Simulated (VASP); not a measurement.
Wanted: the native input for a VASP 6.6.1 run.

| Property | Result |
| --- | --- |
| Task | electric field gradients |
| Functional | PBE |
| Potentials or basis | VASP PAW PBE potentials, release 64 (B, P) |
| Cutoff | 520 eV |
| k mesh | 16 × 16 × 16 |
| Occupations | fermi-dirac, width 0.05 eV |
| Spin | no spin polarisation |
| Dipole correction | no |
| Further INCAR settings | ALGO = Normal; EDIFF = 1e-08; NBANDS = 11 |

The structure of BP (rocksalt type) lies in POSCAR:

```
BP
1.0
    0.0000000000      2.1379820678      2.1379820678
    2.1379820678      0.0000000000      2.1379820678
    2.1379820678      2.1379820678      0.0000000000
B P
1 1
Direct
    0.0000000000      0.0000000000      0.0000000000
    0.5000000000      0.5000000000      0.5000000000
```

This cell differs from its parent crystal: volume scaled by 0.97.

These files were run (other wordings do the same):

INCAR

```
PREC     = Accurate       # precision mode
ENCUT    = 520            # plane-wave cutoff, eV
EDIFF    = 1E-8           # SCF threshold, eV
ISMEAR   = -1             # smearing method
SIGMA    = 0.05           # smearing width, eV
LREAL    = F              # projectors in reciprocal space
LASPH    = T              # aspherical terms in the spheres
NELM     = 80             # most SCF steps
ALGO     = Normal         # electronic algorithm
ISIF     = 2              # what is computed and relaxed
LWAVE    = F              # write WAVECAR
LCHARG   = F              # write CHGCAR
GGA      = PE             # functional
LEFG     = T            
NBANDS   = 11             # bands
```

KPOINTS

```
regular mesh
0
Gamma
  16 16 16
```

Potentials or basis: VASP PAW PBE potentials, release 64 (B, P).

Launch:

```console
$ cat potpaw_PBE.64/B/POTCAR potpaw_PBE.64/P/POTCAR > POTCAR
$ mpirun -np 1 vasp_std > vasp.out
```

It gave:

```json
{
 "Pressure": "5.0 GPa",
 "Band gap on the k mesh": "zero (band 4 reaches 11.42 eV, above the bottom of band 5 at 7.40 eV)"
}
```

Caveat: without QUAD_EFG the Cq values of the log hold for a quadrupole moment of 1 mb, not for the nuclei.

It took 23 s on 1 thread of AMD EPYC 7R13 Processor (Zen 3), on a shared host, peak memory 0.12 GiB.
